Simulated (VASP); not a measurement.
# Nb (Im-3m) in VASP: further runs

The runs below take Nb through single point, relaxation of volume and atoms at fixed shape, with PBEsol.

All numbers are computed with VASP 6.6.1; they aren't measurements. Logs are shortened: lines on timing, memory, paths and dates and some standing lists are left out, and cuts for length are marked.

### Step 1. The cell of the first run

The structure is cubic, space group Im-3m (No. 229). The conventional cell has a = 3.270 Å, b = 3.270 Å, c = 3.270 Å, α = 90.00°, β = 90.00°, γ = 90.00°. Within 3.7 Å of Nb (site symmetry m-3m) lie 14 Nb at 2.83 to 3.27 Å.

### Step 2. Single point, PBEsol

Contents of INCAR:

```
PREC = Accurate ; ENCUT = 500
EDIFF = 1E-6 ; ISMEAR = 0
SIGMA = 0.1 ; LREAL = F
LASPH = T ; NELM = 120
ALGO = Normal ; ISIF = 2
LWAVE = F ; LCHARG = F
GGA = PS ; NBANDS = 12
GGA_COMPAT = F
```

Contents of KPOINTS:

```
regular mesh
0
Gamma
  9 9 9
```

Contents of POSCAR:

```
Nb
1.0
   -1.6347862817      1.6347862817      1.6347862817
    1.6347862817     -1.6347862817      1.6347862817
    1.6347862817      1.6347862817     -1.6347862817
Nb
1
Direct
    0.0000000000      0.0000000000      0.0000000000
```

Potentials or basis: VASP PAW PBE potentials, release 64 (Nb_sv).

Run with:

```sh
$ cat potpaw_PBE.64/Nb_sv/POTCAR > POTCAR
$ mpirun -np 1 vasp_std > vasp.out
```

OUTCAR:

```text
PREC = Accurate
   ENCUT = 500
   EDIFF = 1E-6
   ISMEAR = 0
   LREAL = F
   LASPH = T
   NELM = 120
   ISIF = 2
   GGA = PS

 ion  position               nearest neighbor table
   1  0.000  0.000  0.000-

  LATTYP: Found a body centered cubic cell.
 ALAT       =     3.2695725634

  Lattice vectors:

 A1 = (  -1.6347862817,   1.6347862817,   1.6347862817)
 A2 = (   1.6347862817,  -1.6347862817,   1.6347862817)
 A3 = (   1.6347862817,   1.6347862817,  -1.6347862817)

Analysis of symmetry for initial positions (statically):
=====================================================================
 Subroutine PRICEL returns:
 Original cell was already a primitive cell.

 Routine SETGRP: Setting up the symmetry group for a
 body centered cubic supercell.

 Subroutine GETGRP returns: Found 48 space group operations
 (whereof 48 operations were pure point group operations)
 out of a pool of 48 trial point group operations.

The static configuration has the point symmetry O_h .

Analysis of symmetry for dynamics (positions and initial velocities):
=====================================================================
 Subroutine PRICEL returns:
 Original cell was already a primitive cell.

 Routine SETGRP: Setting up the symmetry group for a
 body centered cubic supercell.

 Subroutine GETGRP returns: Found 48 space group operations
 (whereof 48 operations were pure point group operations)
 out of a pool of 48 trial point group operations.

The dynamic configuration has the point symmetry O_h .

 Subroutine INISYM returns: Found 48 space group operations
 (whereof 48 operations are pure point group operations),
 and found     1 'primitive' translations

----------------------------------------------------------------------------------------

                                     Primitive cell

  volume of cell :      17.4760

  direct lattice vectors                    reciprocal lattice vectors
    -1.634786282  1.634786282  1.634786282     0.000000000  0.305850377  0.305850377
     1.634786282 -1.634786282  1.634786282     0.305850377  0.000000000  0.305850377
     1.634786282  1.634786282 -1.634786282     0.305850377  0.305850377  0.000000000

  length of vectors
     2.831532899  2.831532899  2.831532899     0.432537751  0.432537751  0.432537751

  position of ions in fractional coordinates (direct lattice)
     0.000000000  0.000000000  0.000000000

  ion indices of the primitive-cell ions
   primitive index   ion index
                 1           1

----------------------------------------------------------------------------------------

 KPOINTS: regular mesh

Automatic generation of k-mesh.
 Grid dimensions read from file:
 generate k-points for:    9    9    9

 Generating k-lattice:

  Cartesian coordinates                     Fractional coordinates (reciprocal lattice)
     0.000000000  0.033983375  0.033983375     0.111111111  0.000000000  0.000000000
     0.033983375  0.000000000  0.033983375     0.000000000  0.111111111  0.000000000
     0.033983375  0.033983375  0.000000000     0.000000000  0.000000000  0.111111111

  Length of vectors
     0.048059750  0.048059750  0.048059750

  Shift w.r.t. Gamma in fractional coordinates (k-lattice)
     0.000000000  0.000000000  0.000000000

 Subroutine IBZKPT returns following result:
 ===========================================

 Found     35 irreducible k-points:

 Following reciprocal coordinates:
            Coordinates               Weight
  0.000000  0.000000  0.000000      1.000000
  0.111111  0.000000  0.000000     12.000000
  0.222222  0.000000  0.000000     12.000000
  0.333333  0.000000  0.000000     12.000000
  0.444444  0.000000  0.000000     12.000000
  0.111111  0.111111  0.000000     24.000000
[... 16 lines left out ...]
 -0.333333  0.444444  0.111111     48.000000
 -0.444444 -0.444444  0.111111     24.000000
 [... further k-points ...]
   k-points           NKPTS =     35   k-points in BZ     NKDIM =     35   number of bands    NBANDS=     12
   number of dos      NEDOS =    301   number of ions     NIONS =      1
   total plane-waves  NPLWV =  13824
   dimension x,y,z NGX =    24 NGY =   24 NGZ =   24
   dimension x,y,z NGXF=    48 NGYF=   48 NGZF=   48
   ions per type =               1
   NGX,Y,Z   is equivalent  to a cutoff of  14.09, 14.09, 14.09 a.u.
   NGXF,Y,Z  is equivalent  to a cutoff of  28.18, 28.18, 28.18 a.u.
 SYSTEM =  unknown system
   PREC   = accura    normal or accurate (medium, high low for compatibility)
   ISTART =      0    job   : 0-new  1-cont  2-samecut
   ICHARG =      2    charge: 1-file 2-atom 10-const
   ISPIN  =      1    spin polarized calculation?
   LNONCOLLINEAR =      F non collinear calculations
   LSORBIT =      F    spin-orbit coupling
   LASPH  =      T    aspherical Exc in radial PAW
   ENCUT  =  500.0 eV  36.75 Ry    6.06 a.u.   5.16  5.16  5.16*2*pi/ulx,y,z
   NELM   =    120;   NELMIN=  2; NELMDL= -5     # of ELM steps
   EDIFF  = 0.1E-05   stopping-criterion for ELM
   LREAL  =      F    real-space projection
[... 7 lines left out ...]
   TEBEG  =    0.0;   TEEND  =   0.0 temperature during run
   PSTRESS=    0.0 pullay stress
   NELECT =      13.0000    total number of electrons
   NUPDOWN=      -1.0000    fix difference up-down
   EMIN   =  10.00;   EMAX   =-10.00  energy-range for DOS
   EFERMI =   0.00;   METHOD = LEGACY
   ISMEAR =     0;   SIGMA  =   0.10  broadening in eV -4-tet -1-fermi 0-gaus
   EFERMI_NEDOS =   21; number of points for ismear=-14 and -15
   IALGO  =     38    algorithm
   IMIX   =      4    mixing-type and parameters
     AMIX     =   0.40;   BMIX     =  1.00
     AMIX_MAG =   1.60;   BMIX_MAG =  1.00
  volume/ion in A,a.u.               =      17.48       117.93
  Fermi-wavevector in a.u.,A,eV,Ry     =   1.483343  2.803112 29.936993  2.200307
  Thomas-Fermi vector in A             =   2.597017
   LORBIT       =      0    0 simple, 1 ext, 2 COOP (PROOUT), +10 PAW based schemes
   GGA     = PS    functional components
   LHFCALC =     F    Hartree Fock is set to
   AEXX    =    0.0000 exact exchange contribution
   IVDW    =     0    specifies the selected vdW correction
   LEPSILON=     F    determine dielectric tensor
   LRPA    =     F    only Hartree local field effects (RPA)
 non-spin polarized calculation
 Gauss-broadening in eV      SIGMA  =   0.10
  energy-cutoff  :      500.00
  volume of cell :       17.48
 maximum number of plane-waves:       454
 NGX is ok and might be reduce to    24
   NGX = 11   NGY = 11   NGZ = 11

 number of electron      13.0000001 magnetization

 Free energy of the ion-electron system (eV)
  ---------------------------------------------------
  ext. energy  EPLUGINS =         0.00000000
  ---------------------------------------------------
  free energy    TOTEN  =       -10.96645488 eV

  energy without entropy =      -10.95896810  energy(sigma->0) =      -10.96271149

 E-fermi :  11.4752     XC(G=0): -12.7860

 val. band max:       11.4513146444   @ k =  -0.2222   0.3333   0.1111
 cond. band min:      11.4890947039   @ k =   0.3333   0.2222   0.0000
 fundamental gap:      0.0377800595
 Fermi energy:        11.4751625356

 k-point     1 :       0.0000    0.0000    0.0000
  band No.  band energies     occupation
      1     -42.7556      2.00000
      2     -18.0032      2.00000
      3     -18.0032      2.00000
      4     -18.0032      2.00000
      5       5.4460      2.00000
      6      11.8301      0.00000
      7      11.8301      0.00000
      8      11.8301      0.00000
      9      14.8424      0.00000
     10      14.8424      0.00000
     11      25.7650      0.00000
     12      25.7650      0.00000

 k-point     2 :       0.1111    0.0000    0.0000
  band No.  band energies     occupation
      1     -42.7236      2.00000
      2     -18.1928      2.00000
      3     -18.0605      2.00000
      4     -18.0049      2.00000
      5       5.9601      2.00000
      6      11.5165      0.55871
      7      11.7298      0.00032
      8      12.3356      0.00000
      9      14.4287      0.00000
     10      14.8477      0.00000
     11      26.1595      0.00000
     12      26.6628      0.00000

 k-point     3 :       0.2222    0.0000    0.0000
  band No.  band energies     occupation
      1     -42.6418      2.00000
      2     -18.6549      2.00000
      3     -18.2028      2.00000
      4     -18.0095      2.00000
      5       7.1531      2.00000
      6      10.8215      2.00000
      7      11.3752      1.84235
      8      13.7734      0.00000
      9      14.2376      0.00000
     10      14.9466      0.00000
     11      26.2708      0.00000
     12      28.0195      0.00000
[... 286 lines left out ...]
 k-point    23 :      -0.3333    0.4444    0.1111
  band No.  band energies     occupation
      1     -42.4579      2.00000
      2     -19.2385      2.00000
      3     -18.6330      2.00000
      4     -18.2421      2.00000
      5       8.8073      2.00000
      6      10.2187      2.00000
      7      11.2493      1.99860
      8      13.7042      0.00000
      9      16.0332      0.00000
     10      18.1329      0.00000
     11      24.4465      0.00000
     12      26.8810      0.00000

 k-point    24 :      -0.4444   -0.4444    0.1111
  band No.  band energies     occupation
      1     -42.4286      2.00000
      2     -19.3498      2.00000
      3     -18.7089      2.00000
      4     -18.2413      2.00000
      5       8.6071      2.00000
      6      10.5624      2.00000
      7      11.0028      2.00000
      8      13.8257      0.00000
      9      16.8390      0.00000
     10      19.8125      0.00000
     11      23.0895      0.00000
     12      25.6918      0.00000

 [... further k-points ...]
[... 5 lines left out ...]
  --------------------------------------------------------------------------------------
  -------------------------------------------------------------------------------------
  Total       -0.0403693     -0.0403693     -0.0403693     -0.0000000      0.0000000     -0.0000000
  in kB       -3.7010007     -3.7010007     -3.7010007     -0.0000000      0.0000000     -0.0000000
  external PRESSURE =      -3.7010007 kB  Pullay stress =       0.0000000 kB

 VOLUME and BASIS-vectors are now :
 -----------------------------------------------------------------------------
  energy-cutoff  :      500.00
  volume of cell :       17.48
      direct lattice vectors                 reciprocal lattice vectors
    -1.634786282  1.634786282  1.634786282     0.000000000  0.305850377  0.305850377
     1.634786282 -1.634786282  1.634786282     0.305850377  0.000000000  0.305850377
     1.634786282  1.634786282 -1.634786282     0.305850377  0.305850377  0.000000000

 POSITION                                       TOTAL-FORCE (eV/Angst)
 -----------------------------------------------------------------------------------
      0.00000      0.00000      0.00000         0.000000     -0.000000      0.000000
 -----------------------------------------------------------------------------------
    total drift:                                0.000000      0.000000     -0.000000

  FREE ENERGIE OF THE ION-ELECTRON SYSTEM (eV)
  ---------------------------------------------------
  free  energy   TOTEN  =       -10.9664548778 eV

  energy  without entropy=      -10.9589680955  energy(sigma->0) =      -10.96271149
```

It took 3.1 s on 1 thread of Intel Xeon 6975P-C (Granite Rapids), shared host; peak memory 0.13 GiB.

What came out:

```
Free energy            : -10.9665 eV
Pressure               : -0.4 GPa
Band gap on the k mesh : zero (an odd number of electrons rules out a gap without spin polarisation)
```

Levels at points of the mesh, in eV from the Fermi level:
```csv
k point,band 4,band 5,band 6,band 7,band 8,band 9
"(0.00, 0.00, 0.00)",-29.48,-6.03,0.35,0.35,0.35,3.37
```

Caveat: the PAW data sets were made with another functional, which shifts forces and pressure a little.

### Step 3. Relaxation of volume and atoms at fixed shape, PBEsol

This run uses another cell than the first one, of 18.46 Å³/atom.

Contents of INCAR:

```
ALGO = Normal
EDIFF = 1E-7
EDIFFG = -0.02
ENCUT = 500
GGA = PS
GGA_COMPAT = F
IBRION = 2
ISIF = 8
ISMEAR = 0
LASPH = T
LCHARG = F
LREAL = F
LWAVE = F
NELM = 120
NELMIN = 4
NSW = 80
PREC = Accurate
SIGMA = 0.1
```

Contents of KPOINTS:

```
k-points
0
Gamma
  9 9 9
```

Contents of POSCAR:

```
Nb
1.0
   -1.6650000000      1.6650000000      1.6650000000
    1.6650000000     -1.6650000000      1.6650000000
    1.6650000000      1.6650000000     -1.6650000000
Nb
1
Direct
    0.0000000000      0.0000000000      0.0000000000
```

Potentials or basis: VASP PAW PBE potentials, release 64 (Nb_sv).

Run with:

```sh
$ cat potpaw_PBE.64/Nb_sv/POTCAR > POTCAR
$ mpirun -np 1 vasp_std > vasp.out
```

Run time: 9.7 s. Hardware: 1 thread of Intel Xeon 6975P-C (Granite Rapids), shared host; peak memory 0.14 GiB.

Results (log left out):

- Free energy: -10.9676 eV
- Relaxed volume: 17.45 Å³/atom
- Relaxed cell: a = 2.830 Å, b = 2.830 Å, c = 2.830 Å, α = 109.47°, β = 109.47°, γ = 109.47°
- Space group after relaxing (to 0.1 Å): Im-3m (No. 229)
- Energy gained by relaxing: 31.0 meV/atom
- Ionic steps: 4
- Pressure after relaxing: 0.0 GPa
- Band gap on the k mesh: zero (an odd number of electrons rules out a gap without spin polarisation)

Step by step:
```tsv
step	energy change (eV)	largest force (eV/Å)	pressure (GPa)	volume (Å³)
1	0.0000	0.0000	-9.36	18.46
2	0.0852	0.0000	23.74	15.73
3	-0.0310	0.0000	-0.30	17.48
4	-0.0310	0.0000	-0.04	17.45
```

Final structure:
```
CELL_PARAMETERS angstrom
-1.63401 1.63401 1.63401
1.63401 -1.63401 1.63401
1.63401 1.63401 -1.63401
ATOMIC_POSITIONS crystal
Nb 0.00000 0.00000 0.00000
```

Levels at points of the mesh, in eV from the Fermi level:
```tsv
k point	band 4	band 5	band 6	band 7	band 8	band 9
(0.00, 0.00, 0.00)	-29.47	-6.03	0.35	0.35	0.35	3.37
```

Caveat: the PAW data sets were made with another functional, which shifts forces and pressure a little.

The gap in the log of VASP goes by the Fermi energy; the results here count the filled bands.